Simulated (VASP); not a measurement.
# P (R-3m) in VASP: notebook, part 2 of 2

VASP 6.6.1.

## 5. Single point, PBE+D3(BJ) (strain -0.040 along x and y, -0.080 along z)

File INCAR:

```
  PREC = Accurate
  ENCUT = 520
  EDIFF = 1E-6
  ISMEAR = 0
  SIGMA = 0.15
  LREAL = F
  LASPH = T
  NELM = 80
  ALGO = Normal
  ISIF = 2
  LWAVE = F
  LCHARG = F
  GGA = PE
  IVDW = 12
  NBANDS = 12
```

File KPOINTS:

```
Automatic mesh
0
Gamma
  24 24 24
```

File POSCAR:

```
P
1.0
    1.6452967500      0.9499125215      2.6853944205
   -1.6452967500      0.9499125215      2.6853944205
    0.0000000000     -1.8998250430      2.6853944205
P
2
Direct
    0.2336660455      0.2336660455      0.2336660455
    0.7663339545      0.7663339545      0.7663339545
```

Potentials or basis: VASP PAW PBE potentials, release 64 (P).

Launch:

```bash
$ cat potpaw_PBE.64/P/POTCAR > POTCAR
$ mpirun -np 1 vasp_std > vasp.out
```

OUTCAR:

```text
PREC = Accurate
   ENCUT = 520
   EDIFF = 1E-6
   ISMEAR = 0
   LREAL = F
   LASPH = T
   NELM = 80
   ISIF = 2
   GGA = PE
   IVDW = 12
 IVDW          = 12

 ion  position               nearest neighbor table
   1  0.234  0.234  0.234-   2 2.19   2 2.19   2 2.19   2 2.49   2 2.49   2 2.49
   2  0.766  0.766  0.766-   1 2.19   1 2.19   1 2.19   1 2.49   1 2.49   1 2.49

  LATTYP: Found a trigonal (rhomboedric) cell.
 ALAT       =     3.2894799570
 COS(alpha) =     0.4996614263

  Lattice vectors:

 A1 = (   1.6452967500,   0.9499125215,   2.6853944205)
 A2 = (  -1.6452967500,   0.9499125215,   2.6853944205)
 A3 = (   0.0000000000,  -1.8998250430,   2.6853944205)

Analysis of symmetry for initial positions (statically):
=====================================================================
 Subroutine PRICEL returns:
 Original cell was already a primitive cell.

 Routine SETGRP: Setting up the symmetry group for a
 trigonal (rhombohedral) supercell.

 Subroutine GETGRP returns: Found 12 space group operations
 (whereof 12 operations were pure point group operations)
 out of a pool of 12 trial point group operations.

The static configuration has the point symmetry D_3d.

Analysis of symmetry for dynamics (positions and initial velocities):
=====================================================================
 Subroutine PRICEL returns:
 Original cell was already a primitive cell.

 Routine SETGRP: Setting up the symmetry group for a
 trigonal (rhombohedral) supercell.

 Subroutine GETGRP returns: Found 12 space group operations
 (whereof 12 operations were pure point group operations)
 out of a pool of 12 trial point group operations.

The dynamic configuration has the point symmetry D_3d.

 Subroutine INISYM returns: Found 12 space group operations
 (whereof 12 operations are pure point group operations),
 and found     1 'primitive' translations

----------------------------------------------------------------------------------------

                                     Primitive cell
[... 121 lines left out ...]
   LRPA    =     F    only Hartree local field effects (RPA)
 non-spin polarized calculation
 Gauss-broadening in eV      SIGMA  =   0.15
  energy-cutoff  :      520.00
  volume of cell :       25.18
 maximum number of plane-waves:       700
   NGX = 13   NGY = 13   NGZ = 13

 number of electron      10.0000000 magnetization

 number of electron       9.9999999 magnetization

 Free energy of the ion-electron system (eV)
  ---------------------------------------------------
  ext. energy  EPLUGINS =         0.00000000
  ---------------------------------------------------
  free energy    TOTEN  =       -10.19061190 eV

  energy without entropy =      -10.18574833  energy(sigma->0) =      -10.18818011

 E-fermi :  12.2069     XC(G=0): -11.9135

 val. band max:       12.1983196105   @ k =   0.3750   0.0833   0.0833
 cond. band min:      12.2093001574   @ k =   0.4583   0.0417   0.0000
 fundamental gap:      0.0109805470
 Fermi energy:        12.2069126417

 k-point     1 :       0.0000    0.0000    0.0000
  band No.  band energies     occupation
      1      -6.3441      2.00000
      2       9.1417      2.00000
      3       9.1417      2.00000
      4       9.8349      2.00000
      5      11.9443      1.98672
      6      14.7469      0.00000
      7      15.4002      0.00000
      8      15.4002      0.00000
      9      18.2029      0.00000
     10      18.2029      0.00000
     11      18.8409      0.00000
     12      18.8409      0.00000
[... 331 lines left out ...]
 k-point    24 :       0.4583    0.0417    0.0000
  band No.  band energies     occupation
      1      -2.6443      2.00000
      2      -0.4677      2.00000
      3       8.3984      2.00000
      4       9.4436      2.00000
      5      10.9162      2.00000
      6      12.2093      0.98204
      7      13.6134      0.00000
      8      14.4025      0.00000
      9      21.6816      0.00000
     10      23.2763      0.00000
     11      24.0935      0.00000
     12      25.6335      0.00000

 [... further k-points ...]

------------------------ aborting loop because EDIFF is reached ----------------------------------------

 Edisp (eV)   -1.12338

 E8    (eV) :    -0.4237

  FORCE on cell =-STRESS in cart. coord.  units (eV):
  Direction    XX          YY          ZZ          XY          YZ          ZX
  --------------------------------------------------------------------------------------
  -------------------------------------------------------------------------------------
  Total       3.38647     3.38647     3.15972     0.00000     0.00000     0.00000
  in kB     215.46229   215.46229   201.03488     0.00000     0.00000     0.00000
  external pressure =      210.65 kB  Pullay stress =        0.00 kB

 VOLUME and BASIS-vectors are now :
 -----------------------------------------------------------------------------
  energy-cutoff  :      520.00
  volume of cell :       25.18
      direct lattice vectors                 reciprocal lattice vectors
     1.645296750  0.949912522  2.685394421     0.303896546  0.175454753  0.124128259
    -1.645296750  0.949912522  2.685394421    -0.303896546  0.175454753  0.124128259
     0.000000000 -1.899825043  2.685394421     0.000000000 -0.350909506  0.124128259

 POSITION                                       TOTAL-FORCE (eV/Angst)
 -----------------------------------------------------------------------------------
      0.00000      0.00000      1.88246         0.000000     -0.000000      1.140250
      0.00000      0.00000      6.17373         0.000000      0.000000     -1.140250
 -----------------------------------------------------------------------------------
    total drift:                                0.000000     -0.000000      0.000000

  FREE ENERGIE OF THE ION-ELECTRON SYSTEM (eV)
  ---------------------------------------------------
  free  energy   TOTEN  =       -11.3139910507 eV

  energy  without entropy=      -11.3091274739  energy(sigma->0) =      -11.31155926
```

It took 4.4 min on 1 thread of Intel Xeon 8259CL, shared host; peak memory 0.4 GiB.

What came out:

- Free energy: -11.3140 eV
- Pressure: 21.1 GPa
- Largest force: 1.140 eV/Å
- Band gap on the k mesh: zero (bands 5 and 6 overlap by 2.68 eV)
- Dispersion energy per atom: -0.562 eV

Forces in eV/Å, atoms in the order of the input:
```
P    0.000  0.000  1.140
P    0.000  0.000 -1.140
```

Stress tensor (GPa, compression positive):
```
21.55  0.00  0.00
 0.00 21.55  0.00
 0.00  0.00 20.10
```

Levels at points of the mesh, in eV from the Fermi level:
```tsv
k point	band 3	band 4	band 5	band 6	band 7	band 8
(0.00, 0.00, 0.00)	-3.07	-2.37	-0.26	2.54	3.19	3.19
(0.50, 0.00, 0.00)	-3.53	-2.70	-0.94	-0.46	1.23	1.75
(0.50, 0.50, 0.00)	-7.29	-6.59	-6.12	-0.69	9.03	9.28
(0.50, 0.50, 0.50)	-3.08	-3.08	-1.19	-1.19	0.84	2.43
```

Caveat: the cell differs from its parent crystal (strain -0.040 along x and y, -0.080 along z); the cell stands under pressure; forces of over 1 eV/Å act on the atoms, so gaps and moduli don't describe the material at rest.

## 6. Single point, PBE+D3(BJ) (strain -0.080 along x and y, +0.040 along z)

File INCAR:

```
SYSTEM = P
  PREC = Accurate
  ENCUT = 520
  EDIFF = 1E-6
  ISMEAR = 0
  SIGMA = 0.15
  LREAL = .FALSE.
  LASPH = .TRUE.
  NELM = 60
  ALGO = Normal
  ISIF = 2
  LWAVE = .FALSE.
  LCHARG = .FALSE.
  GGA = PE
  IVDW = 12
  NBANDS = 12
```

File KPOINTS:

```
regular mesh
0
G
  24 24 24
  0 0 0
```

File POSCAR:

```
P
1.0
    1.5767427188      0.9103328331      3.0356632580
   -1.5767427188      0.9103328331      3.0356632580
    0.0000000000     -1.8206656662      3.0356632580
P
2
Direct
    0.2336660455      0.2336660455      0.2336660455
    0.7663339545      0.7663339545      0.7663339545
```

Potentials or basis: VASP PAW PBE potentials, release 64 (P).

Launch:

```bash
$ cat potpaw_PBE.64/P/POTCAR > POTCAR
$ mpirun -np 1 vasp_std > vasp.out
```

Wall time 8.4 min (1 thread of Intel Xeon 8259CL, shared host); peak memory 0.43 GiB.

It converged, with:

* Free energy: -11.2504 eV
* Pressure: 19.9 GPa
* Largest force: 0.678 eV/Å
* Band gap on the k mesh: zero (bands 5 and 6 overlap by 2.66 eV)
* Dispersion energy per atom: -0.540 eV

Forces on the atoms (eV/Å):
```
P    0.000  0.000  0.678
P    0.000  0.000 -0.678
```

Stress tensor (GPa, compression positive):
```
25.46  0.00  0.00
 0.00 25.46  0.00
 0.00  0.00  8.72
```

Levels at points of the mesh, in eV from the Fermi level:
```csv
k point,band 3,band 4,band 5,band 6,band 7,band 8
"(0.00, 0.00, 0.00)",-2.56,-1.98,-1.98,3.07,3.75,3.75
"(0.50, 0.00, 0.00)",-3.93,-3.32,-1.80,0.21,0.81,0.90
"(0.50, 0.50, 0.00)",-7.27,-6.74,-5.36,-0.21,7.80,8.94
"(0.50, 0.50, 0.50)",-1.86,-1.86,0.30,0.30,2.70,4.02
```

Caveat: the cell differs from its parent crystal (strain -0.080 along x and y, +0.040 along z); the stress differs along the axes, from 9 to 25 GPa.

## 7. Summary

```tsv
cell	gap on the mesh (eV)	pressure (GPa)	largest force (eV/Å)
a = 3.244 Å, angles 58.2°, 2 atoms	none	42.8	1.78
a = 3.342 Å, angles 56.3°, 2 atoms	none	33.9	1.39
a = 3.440 Å, angles 54.6°, 2 atoms	none	26.3	1.02
a = 3.289 Å, angles 60.0°, 2 atoms	none	21.1	1.14
a = 3.540 Å, angles 52.9°, 2 atoms	none	19.9	0.68
```

Alike in all rows: task single point; level PBE+D3(BJ); potentials or basis VASP PAW PBE potentials, release 64 (P); no spin polarisation; k mesh 24 × 24 × 24; cutoff (eV) 520; smearing gaussian 0.15 eV.

Caveats: forces of over 1 eV/Å act on the atoms, so gaps and moduli don't describe the material at rest (at least some runs); the stress differs along the axes, from 33 to 48 GPa (at least some runs); the stress differs along the axes, from 23 to 39 GPa (at least some runs); the stress differs along the axes, from 15 to 32 GPa (at least some runs); the cell stands under pressure (at least some runs); the stress differs along the axes, from 9 to 25 GPa (at least some runs).

Absolute energies hang on the potentials; compare differences alone.
